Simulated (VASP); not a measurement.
The system is BaTiO3.

```xyz
5
Lattice="4.0060 0.0000 0.0000 0.0000 4.0060 0.0000 0.0000 0.0000 4.0060" Properties=species:S:1:pos:R:3 pbc="T T T"
Ba    2.0030    2.0030    2.0030
Ti    0.0000    0.0000    0.0000
O     2.0030    0.0000    0.0000
O     0.0000    2.0030    0.0000
O     0.0000    0.0000    2.0030
```

Base run:

```yaml
Program: VASP 6.6.1
Functional: PBEsol
Potentials_or_basis: VASP PAW PBE potentials, release 64 (Ba_sv, Ti_sv, O)
Cutoff: 520 eV
k_mesh: 4 × 4 × 4
Occupations: gaussian, width 0.01 eV
Spin: no spin polarisation
```

Its results: band gap on the k mesh 1.67 eV, indirect (least direct gap 1.82 eV); pressure -2.7 GPa.

The run is repeated on the same cell with these changes: k mesh from 4 × 4 × 4 to 5 × 5 × 5. What comes out?

Band gap on the k mesh 1.81 eV, indirect (least direct gap 1.84 eV); pressure -2.8 GPa.

Caveats: the PAW data sets were made with another functional, which shifts forces and pressure a little; spin-orbit coupling is left out, which moves the levels of the heavy elements.

A k mesh can miss the band edges.
